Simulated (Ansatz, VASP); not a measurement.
## One calculation of Si2W, two programs

```
Si W
1.0
    -0.00002   -3.20297   -0.00002
    -3.20317   -0.00002    0.00001
     0.00001   -0.00005   -7.81429
Si W
4 2
Direct
  0.50000 0.50002 0.16548
  0.00002 0.99995 0.66546
  0.50000 0.50001 0.83453
  0.00001 0.00000 0.33452
  0.00000 0.00000 0.00001
  0.49998 0.50001 0.50000
```

Alike in both runs: functional PBEsol; k mesh 10 × 10 × 6; occupations gaussian, width 0.15 eV; no spin polarisation.

Ansatz relaxed the structure, and its values are those at the end. VASP's run is a single point on that final structure, the one shown.

|  | VASP | Ansatz |
| --- | --- | --- |
| version | VASP 6.6.1 | Ansatz 0.2.0 |
| potentials or method | VASP PAW PBE potentials, release 64 (Si, W_sv), cutoff 520 eV | scalar-relativistic, plane waves, PAW |
| valence electrons in the cell | 44 | 44 |

Ansatz gave:

* gap on the k mesh at the Fermi level (eV): none
* pressure (GPa): 0.0

Question: Estimate VASP's values.

Answer: gap on the k mesh at the Fermi level (eV): none; pressure (GPa): 0.3.

VASP's potentials were made for PBE, not for PBEsol. A gap of «none» marks a metal or a gap that the smearing closes.

Neither program's run includes spin-orbit coupling.
